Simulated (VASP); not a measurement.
Crystal: InPd.

```xyz
2
Lattice="3.2051 0.0000 0.0000 0.0000 3.2051 0.0000 0.0000 0.0000 3.2051" Properties=species:S:1:pos:R:3 pbc="T T T"
In    0.0000    0.0000    0.0000
Pd    1.6025    1.6025    1.6025
```

This cell differs from its parent crystal: volume scaled by 0.94.

Base run:

| Item | Value |
| --- | --- |
| Program | VASP 6.6.1 |
| Functional | LDA |
| Potentials or basis | VASP PAW LDA potentials, release 64 (In_d, Pd) |
| Cutoff | 520 eV |
| k mesh | 8 × 8 × 8 |
| Occupations | fermi-dirac, width 0.05 eV |
| Spin | no spin polarisation |

Its results: pressure 1.9 GPa.

Task: The run is repeated on the same cell with these changes: potentials or basis from VASP PAW LDA potentials, release 64 (In_d, Pd) to VASP PAW LDA potentials, release 64 (In_d, Pd_sv_GW); cutoff from 520 eV to 540 eV; further incar settings from ALGO = Normal; EDIFF = 1e-06; NBANDS = 18 to ALGO = Normal; EDIFF = 1e-06; NBANDS = 22; valence electrons from 23 to 31. What comes out?

Result: Pressure 0.5 GPa.
